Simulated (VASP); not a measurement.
# GaN (F-43m) in VASP: further runs, part 2 of 2

VASP 6.6.1. Earlier steps stand in the parts before.

### Step 3. Single point, r2SCAN

This run uses another cell than the first one: it holds 8 atoms, not 2.

File POSCAR:

```
GaN
1.0
    4.5070012150      0.0000000000      0.0000000000
    0.0000000000     -4.5070012150      0.0000000000
    0.0000000000      0.0000000000     -4.5070012150
Ga N
4 4
Direct
    0.0000000000      0.5000000000      0.5000000000
    0.5000000000      0.0000000000      0.5000000000
    0.5000000000      0.5000000000      0.0000000000
    0.0000000000      0.0000000000      0.0000000000
    0.7500000000      0.7500000000      0.7500000000
    0.2500000000      0.2500000000      0.7500000000
    0.2500000000      0.7500000000      0.2500000000
    0.7500000000      0.2500000000      0.2500000000
```

File INCAR.step1:

```
PREC     = Accurate       # precision mode
ENCUT    = 520            # plane-wave cutoff, eV
ISMEAR   = 0              # smearing method
SIGMA    = 0.2            # smearing width, eV
LREAL    = False          # projectors in reciprocal space
LASPH    = True           # aspherical terms in the spheres
NELM     = 80             # most SCF steps
NBANDS   = 46             # bands
GGA      = PE             # functional
ALGO     = Normal         # electronic algorithm
EDIFF    = 1E-4           # SCF threshold, eV
LWAVE    = True           # write WAVECAR
LCHARG   = False          # write CHGCAR
```

File INCAR.step2:

```
PREC     = Accurate       # precision mode
ENCUT    = 520            # plane-wave cutoff, eV
EDIFF    = 1E-6           # SCF threshold, eV
ISMEAR   = 0              # smearing method
SIGMA    = 0.2            # smearing width, eV
LREAL    = False          # projectors in reciprocal space
LASPH    = True           # aspherical terms in the spheres
NELM     = 80             # most SCF steps
ALGO     = Normal         # electronic algorithm
ISIF     = 2              # what is computed and relaxed
LWAVE    = False          # write WAVECAR
LCHARG   = False          # write CHGCAR
METAGGA  = R2SCAN         # meta-GGA
LMIXTAU  = True         
NBANDS   = 46             # bands
ISTART   = 1
```

File KPOINTS:

```
regular mesh
0
Gamma
  6 6 6
```

Potentials or basis: VASP PAW PBE potentials, release 64 (Ga_d, N).

Started as:

```bash
$ cat potpaw_PBE.64/Ga_d/POTCAR potpaw_PBE.64/N/POTCAR > POTCAR
$ cp INCAR.step1 INCAR
$ mpirun -np 1 vasp_std > vasp.out
$ cp INCAR.step2 INCAR
$ mpirun -np 1 vasp_std > vasp.out
```

OUTCAR:

```text
PREC = Accurate
   ENCUT = 520
   EDIFF = 1E-6
   ISMEAR = 0
   LREAL = False
   LASPH = True
   NELM = 80
   ISIF = 2
   METAGGA = R2SCAN
   ISTART = 1

 ion  position               nearest neighbor table
   1  0.000  0.500  0.500-   5 1.95   6 1.95   7 1.95   8 1.95
   2  0.500  0.000  0.500-   5 1.95   6 1.95   7 1.95   8 1.95
   3  0.500  0.500  0.000-   5 1.95   6 1.95   7 1.95   8 1.95
   4  0.000  0.000  0.000-   5 1.95   6 1.95   7 1.95   8 1.95
   5  0.750  0.750  0.750-   1 1.95   2 1.95   3 1.95   4 1.95
   6  0.250  0.250  0.750-   1 1.95   2 1.95   3 1.95   4 1.95
   7  0.250  0.750  0.250-   1 1.95   2 1.95   3 1.95   4 1.95
   8  0.750  0.250  0.250-   1 1.95   2 1.95   3 1.95   4 1.95

  LATTYP: Found a simple cubic cell.
 ALAT       =     4.5070012150

  Lattice vectors:

 A1 = (   4.5070012150,   0.0000000000,   0.0000000000)
 A2 = (   0.0000000000,  -4.5070012150,   0.0000000000)
 A3 = (   0.0000000000,   0.0000000000,  -4.5070012150)

Analysis of symmetry for initial positions (statically):
=====================================================================
 Subroutine PRICEL returns following result:

  LATTYP: Found a face centered cubic cell.
 ALAT       =     4.5070012150

  Lattice vectors:

 A1 = (   2.2535006075,   2.2535006075,   0.0000000000)
 A2 = (   2.2535006075,   0.0000000000,  -2.2535006075)
 A3 = (   0.0000000000,   2.2535006075,  -2.2535006075)

   4 primitive cells build up your supercell.

 Routine SETGRP: Setting up the symmetry group for a
 simple cubic supercell.

 Subroutine GETGRP returns: Found 24 space group operations
 (whereof 24 operations were pure point group operations)
 out of a pool of 48 trial point group operations.

The static configuration has the point symmetry T_d .

Analysis of symmetry for dynamics (positions and initial velocities):
=====================================================================
 Subroutine PRICEL returns following result:

  LATTYP: Found a face centered cubic cell.
 ALAT       =     4.5070012150

  Lattice vectors:

 A1 = (   2.2535006075,   2.2535006075,   0.0000000000)
 A2 = (   2.2535006075,   0.0000000000,  -2.2535006075)
 A3 = (   0.0000000000,   2.2535006075,  -2.2535006075)

   4 primitive cells build up your supercell.

 Routine SETGRP: Setting up the symmetry group for a
 simple cubic supercell.

 Subroutine GETGRP returns: Found 24 space group operations
 (whereof 24 operations were pure point group operations)
 out of a pool of 48 trial point group operations.

The dynamic configuration has the point symmetry T_d .

 Subroutine INISYM returns: Found 24 space group operations
 (whereof 24 operations are pure point group operations),
 and found     4 'primitive' translations

----------------------------------------------------------------------------------------

                                     Primitive cell

  volume of cell :      22.8877

  direct lattice vectors                    reciprocal lattice vectors
[... 41 lines left out ...]

 Following reciprocal coordinates:
            Coordinates               Weight
  0.000000  0.000000  0.000000      1.000000
  0.166667  0.000000  0.000000      6.000000
  0.333333  0.000000  0.000000      6.000000
  0.500000  0.000000  0.000000      3.000000
  0.166667  0.166667  0.000000     12.000000
  0.333333  0.166667  0.000000     24.000000
[... 12 lines left out ...]
  0.500000  0.500000  0.333333      6.000000
  0.500000  0.500000  0.500000      1.000000
   k-points           NKPTS =     20   k-points in BZ     NKDIM =     20   number of bands    NBANDS=     46
   number of dos      NEDOS =    301   number of ions     NIONS =      8
   total plane-waves  NPLWV =  46656
   dimension x,y,z NGX =    36 NGY =   36 NGZ =   36
   dimension x,y,z NGXF=    72 NGYF=   72 NGZF=   72
   ions per type =               4   4
   NGX,Y,Z   is equivalent  to a cutoff of  13.28, 13.28, 13.28 a.u.
   NGXF,Y,Z  is equivalent  to a cutoff of  26.56, 26.56, 26.56 a.u.
 SYSTEM =  unknown system
   PREC   = accura    normal or accurate (medium, high low for compatibility)
   ISTART =      1    job   : 0-new  1-cont  2-samecut
   ICHARG =      0    charge: 1-file 2-atom 10-const
   ISPIN  =      1    spin polarized calculation?
   LNONCOLLINEAR =      F non collinear calculations
   LSORBIT =      F    spin-orbit coupling
   LASPH  =      T    aspherical Exc in radial PAW
   ENCUT  =  520.0 eV  38.22 Ry    6.18 a.u.   8.38  8.38  8.38*2*pi/ulx,y,z
   NELM   =     80;   NELMIN=  2; NELMDL=  0     # of ELM steps
   EDIFF  = 0.1E-05   stopping-criterion for ELM
   LREAL  =      F    real-space projection
   EDIFFG = 0.1E-04   stopping-criterion for IOM
   NSW    =      0    number of steps for IOM
   IBRION =     -1    ionic relax: 0-MD 1-quasi-New 2-CG
   NFREE  =      0    steps in history (QN), initial steepest desc. (CG)
   ISIF   =      2    stress and relaxation
   ISYM   =      2    0-nonsym 1-usesym 2-fastsym
   POTIM  = 0.5000    time-step for ionic-motion
   TEBEG  =    0.0;   TEEND  =   0.0 temperature during run
   PSTRESS=    0.0 pullay stress
   NELECT =      72.0000    total number of electrons
   NUPDOWN=      -1.0000    fix difference up-down
   EMIN   =  10.00;   EMAX   =-10.00  energy-range for DOS
   EFERMI =   0.00;   METHOD = LEGACY
   ISMEAR =     0;   SIGMA  =   0.20  broadening in eV -4-tet -1-fermi 0-gaus
   EFERMI_NEDOS =   21; number of points for ismear=-14 and -15
   IALGO  =     38    algorithm
   IMIX   =      4    mixing-type and parameters
     AMIX     =   0.40;   BMIX     =  1.00
     AMIX_MAG =   1.60;   BMIX_MAG =  1.00
  volume/ion in A,a.u.               =      11.44        77.23
  Fermi-wavevector in a.u.,A,eV,Ry     =   1.511117  2.855596 31.068543  2.283473
  Thomas-Fermi vector in A             =   2.621216
   LORBIT       =      0    0 simple, 1 ext, 2 COOP (PROOUT), +10 PAW based schemes
   METAGGA = R2SCAN    functional components
   LHFCALC =     F    Hartree Fock is set to
   AEXX    =    0.0000 exact exchange contribution
   IVDW    =     0    specifies the selected vdW correction
   LEPSILON=     F    determine dielectric tensor
   LRPA    =     F    only Hartree local field effects (RPA)
 non-spin polarized calculation
 Gauss-broadening in eV      SIGMA  =   0.20
  energy-cutoff  :      520.00
  volume of cell :       91.55
 maximum number of plane-waves:      2517
 NGX is ok and might be reduce to    36

 number of electron      72.0000038 magnetization

 Free energy of the ion-electron system (eV)
  ---------------------------------------------------
  ext. energy  EPLUGINS =         0.00000000
  ---------------------------------------------------
  free energy    TOTEN  =       -87.58894141 eV

  energy without entropy =      -87.58894141  energy(sigma->0) =      -87.58894141

 E-fermi :   5.8685     XC(G=0): -12.6343

 val. band max:        5.0170183449   @ k =   0.0000   0.0000   0.0000
 cond. band min:       7.1360134360   @ k =   0.0000   0.0000   0.0000
 fundamental gap:      2.1189950911
 Fermi energy:         5.8684816645

 k-point     1 :       0.0000    0.0000    0.0000
  band No.  band energies     occupation
      1     -11.7136      2.00000
      2     -10.5263      2.00000
      3     -10.5262      2.00000
      4     -10.5262      2.00000
      5      -8.8138      2.00000
      6      -8.8138      2.00000
[... 969 lines left out ...]
     45      16.0162      0.00000
     46      16.0162      0.00000

------------------------ aborting loop because EDIFF is reached ----------------------------------------

  FORCE on cell =-STRESS in cart. coord.  units (eV):
  Direction    XX          YY          ZZ          XY          YZ          ZX
  --------------------------------------------------------------------------------------
  -------------------------------------------------------------------------------------
  Total       -0.1489471     -0.1489471     -0.1489471     -0.0000000      0.0000000      0.0000000
  in kB       -2.6066306     -2.6066306     -2.6066306     -0.0000000      0.0000000      0.0000000
  external PRESSURE =      -2.6066306 kB  Pullay stress =       0.0000000 kB

 VOLUME and BASIS-vectors are now :
 -----------------------------------------------------------------------------
  energy-cutoff  :      520.00
  volume of cell :       91.55
      direct lattice vectors                 reciprocal lattice vectors
     4.507001215  0.000000000  0.000000000     0.221877020  0.000000000  0.000000000
     0.000000000 -4.507001215  0.000000000     0.000000000 -0.221877020  0.000000000
     0.000000000  0.000000000 -4.507001215     0.000000000  0.000000000 -0.221877020

 POSITION                                       TOTAL-FORCE (eV/Angst)
 -----------------------------------------------------------------------------------
      0.00000     -2.25350     -2.25350        -0.000000     -0.000000     -0.000000
      2.25350      0.00000     -2.25350        -0.000000     -0.000000      0.000000
      2.25350     -2.25350      0.00000        -0.000000      0.000000      0.000000
      0.00000      0.00000      0.00000        -0.000000      0.000000      0.000000
      3.38025     -3.38025     -3.38025         0.000000      0.000000     -0.000000
      1.12675     -1.12675     -3.38025         0.000000      0.000000     -0.000000
      1.12675     -3.38025     -1.12675         0.000000      0.000000     -0.000000
      3.38025     -1.12675     -1.12675         0.000000      0.000000     -0.000000
 -----------------------------------------------------------------------------------
    total drift:                                0.000000     -0.000000     -0.000000

  FREE ENERGIE OF THE ION-ELECTRON SYSTEM (eV)
  ---------------------------------------------------
  free  energy   TOTEN  =       -87.5889414065 eV

  energy  without entropy=      -87.5889414065  energy(sigma->0) =      -87.58894141
```

It took 4.3 min on 1 thread of Intel Xeon Platinum 8259CL at 2.50GHz (Skylake/Cascade Lake), shared host; peak memory 0.25 GiB.

Results:

* Free energy: -87.5889 eV
* Pressure: -0.3 GPa
* Band gap on the k mesh: 2.12 eV

Levels at points of the mesh, in eV from the valence-band top:
```csv
k point,band 34,band 35,band 36,band 37,band 38,band 39
"(0.00, 0.00, 0.00)",0.00,0.00,0.00,2.12,3.77,3.77
"(0.50, 0.00, 0.00)",-1.53,-1.53,-1.53,5.05,5.05,6.72
"(0.50, 0.50, 0.00)",-1.06,-1.06,-1.06,7.06,7.06,7.06
"(0.50, 0.50, 0.50)",-1.00,-1.00,-1.00,5.16,5.16,5.16
```

Caveat: the PAW data sets were made with another functional, which shifts forces and pressure a little.
